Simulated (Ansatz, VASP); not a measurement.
# Se: VASP beside Ansatz

```
Se
1.0
     0.00000    2.33251    2.33251
     2.33251    0.00000    2.33251
     2.33251    2.33251    0.00000
Se
2
Direct
  0.87500 0.87500 0.87500
  0.12500 0.12500 0.12500
```

Change from the starting cell: volume scaled by 0.4, LAPW.

Alike in both runs: task single point; functional PBE; k mesh 11 × 11 × 11; occupations fermi-dirac, width 0.1 eV; no spin polarisation.

```csv
,VASP,Ansatz
version,VASP 6.6.1,Ansatz 0.2.0
potentials or method,"VASP PAW PBE potentials, release 64 (Se), cutoff 520 eV","all-electron LAPW, scalar-relativistic"
```

```tsv
	VASP	Ansatz	Ansatz less VASP
pressure (GPa)	216.1	212.3	-3.78
```

Both programs put the cell under a high pressure, so it lies far from rest at this level. Ansatz ran all-electron here, and VASP with PAW potentials.

Noted on VASP's run: the cell as given lies far from equilibrium.
